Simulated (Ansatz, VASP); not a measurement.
**GaB2: VASP beside Ansatz**

```xyz
3
Lattice="0.0000 2.4629 2.4629 2.4629 0.0000 2.4629 2.4629 2.4629 0.0000" Properties=species:S:1:pos:R:3 pbc="T T T"
Ga    0.0000    0.0000    0.0000
B     1.2315    1.2315    1.2315
B     3.6944    3.6944    3.6944
```

Alike in both runs: task relaxation of cell and atoms; functional PBE; k mesh 6 × 6 × 6; occupations gaussian, width 0.1 eV; no spin polarisation.

|  | VASP | Ansatz |
| --- | --- | --- |
| version | VASP 6.6.1 | Ansatz 0.2.0 |
| potentials or method | VASP PAW PBE potentials, release 64 (Ga_d, B), cutoff 500 eV | scalar-relativistic, plane waves, PAW |
| valence electrons in the cell | 19 | 19 |

Ansatz gave:

| Item | Value |
| --- | --- |
| gap on the k mesh at the Fermi level, each at its own relaxed structure (eV) | none |
| relaxed volume (Å³/atom) | 11.03 |
| relaxed length of the cell vector where the two differ most in proportion (Å) | 3.604 |

**Question.** Estimate VASP's values.

**Answer.** gap on the k mesh at the Fermi level, each at its own relaxed structure (eV): none; relaxed volume (Å³/atom): 11.04; relaxed length of the cell vector where the two differ most in proportion (Å): 3.605.

A gap of «none» marks a metal or a gap that the smearing closes.

The k mesh is coarse, so the values compare programs but aren't converged.
